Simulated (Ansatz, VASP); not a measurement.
Two plane-wave programs on BaTe

Contents of INCAR:

```
  PREC = Accurate
  ENCUT = 520
  EDIFF = 1E-6
  ISMEAR = -1
  SIGMA = 0.02
  LREAL = F
  LASPH = T
  NELM = 80
  ALGO = Normal
  ISIF = 2
  LWAVE = F
  LCHARG = T
  GGA = PE
  LELF = T
  LVHAR = T
  NBANDS = 24
```

File KPOINTS:

```
regular mesh
0
Gamma
  6 6 4
```

File POSCAR:

```
BaTe
1.0
    4.6692053254      0.0000000000      0.0000000000
   -2.3346026627      4.0436504273      0.0000000000
    0.0000000000      0.0000000000      8.8318054955
Ba Te
2 2
Direct
    0.0000000000      0.0000000000      0.0000000000
    0.0000000000      0.0000000000      0.5000000000
    0.3333333333      0.6666666667      0.2500000000
    0.6666666667      0.3333333333      0.7500000000
```

Input for Ansatz:

```yaml
crystal:
  lattice:
    - [4.6692053254, 0.0, 0.0]
    - [-2.3346026627, 4.0436504273, 0.0]
    - [0.0, 0.0, 8.8318054955]
  atoms:
    - { symbol: Ba, position: [0.0, 0.0, 0.0] }
    - { symbol: Ba, position: [0.0, 0.0, 0.5] }
    - { symbol: Te, position: [0.3333333333, 0.6666666667, 0.25] }
    - { symbol: Te, position: [0.6666666667, 0.3333333333, 0.75] }
kpoints:
  mp_grid: { grid: [6, 6, 4] }
  band_path:
    path:
      - [0.0, 0.0, 0.0]
      - [0.5, 0.0, 0.0]
      - [0.3333333333, 0.3333333333, 0.0]
      - [0.0, 0.0, 0.5]
      - [0.5, 0.0, 0.5]
      - [0.3333333333, 0.3333333333, 0.5]
    npoints: 1
hamiltonian:
  xc: pbe
scf:
  occupations: { method: fermi_dirac, width: 0.02 }
  n_extra_bands: 5
output:
  forces: true
  stress: true
  eigenvalues: true
```

Change from the starting cell: epitaxial_xy strain -4.6%.

Alike in both runs: task single point; functional PBE; k mesh 6 × 6 × 4; occupations fermi-dirac, width 0.02 eV; no spin polarisation.

|  | VASP | Ansatz |
| --- | --- | --- |
| version | VASP 6.6.1 | Ansatz 0.2.0 |
| potentials or method | VASP PAW PBE potentials, release 64 (Ba_sv, Te) | plane waves, PAW |
| plane-wave cutoff (eV) | 520 | 420 |
| valence electrons in the cell | 32 | 52 |

Ansatz gave:

| Property | Result |
| --- | --- |
| gap on the k mesh at the Fermi level (eV) | 1.41 |
| pressure (GPa) | 1.9 |
| traceless stress, the component that is largest in VASP (GPa) | -1.81 |

**Question.** Which values does VASP return?

**Answer.** gap on the k mesh at the Fermi level (eV): 1.32; pressure (GPa): 2.3; traceless stress, the component that is largest in VASP (GPa): -1.77.

VASP's potentials hold 32 valence electrons a cell and Ansatz's 52, so a difference there can come from the potentials and not from the codes.

Neither program's run includes spin-orbit coupling.
